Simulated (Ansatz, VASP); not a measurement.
PbF2 in VASP and in Ansatz

The input INCAR:

```
ALGO = Normal ; EDIFF = 1E-7
ENCUT = 520 ; GGA = PE
ISIF = 2 ; ISMEAR = 0
LASPH = T ; LCHARG = T
LELF = T ; LREAL = F
LVHAR = T ; LWAVE = F
NBANDS = 21 ; NELM = 100
PREC = Accurate ; SIGMA = 0.05
```

File KPOINTS:

```
k-points
0
Gamma
  8 8 8
```

Contents of POSCAR:

```
PbF2
1.0
    0.0000000000      2.9698500000      2.9698500000
    2.9698500000      0.0000000000      2.9698500000
    2.9698500000      2.9698500000      0.0000000000
Pb F
1 2
Direct
   -0.0911268039      0.0303756013      0.0303756013
    0.2500000000      0.2500000000      0.2500000000
    0.7500000000      0.7500000000      0.7500000000
```

Input for Ansatz:

```yaml
crystal:
  lattice:
    - [0.0, 2.96985, 2.96985]
    - [2.96985, 0.0, 2.96985]
    - [2.96985, 2.96985, 0.0]
  atoms:
    - { symbol: Pb, position: [-0.0911268039, 0.0303756013, 0.0303756013] }
    - { symbol: F, position: [0.25, 0.25, 0.25] }
    - { symbol: F, position: [0.75, 0.75, 0.75] }
basis:
  ecutwfc: 420
kpoints:
  mp_grid: { grid: [8, 8, 8] }
hamiltonian:
  xc: pbe
scf:
  occupations: { method: gaussian, width: 0.05 }
output:
  forces: true
  stress: true
  eigenvalues: true
```

Change from the starting cell: all Pb atoms moved +0.312 Å, as atom 1 towards its neighbour atom 2 (F) at 2.572 Å.

Alike in both runs: task single point; functional PBE; k mesh 8 × 8 × 8; occupations gaussian, width 0.05 eV; no spin polarisation.

```csv
,VASP,Ansatz
version,VASP 6.6.1,Ansatz 0.2.0
potentials or method,"VASP PAW PBE potentials, release 64 (Pb_d, F), cutoff 520 eV","scalar-relativistic, plane waves, PAW"
valence electrons in the cell,28,28
```

VASP gave:

- gap on the k mesh at the Fermi level (eV): 4.46
- least direct gap on the mesh (eV): 4.67
- pressure (GPa): 4.4
- traceless stress, the component that is largest in VASP (GPa): -1.21
- rms of the force components (eV/Å): 0.366

Q: Which values does Ansatz return?

A: gap on the k mesh at the Fermi level (eV): 4.47; least direct gap on the mesh (eV): 4.67; pressure (GPa): 4.6; traceless stress, the component that is largest in VASP (GPa): -1.16; rms of the force components (eV/Å): 0.352.

Atom by atom the forces differ by 0.015 eV/Å (rms over components).

Neither program's run includes spin-orbit coupling.
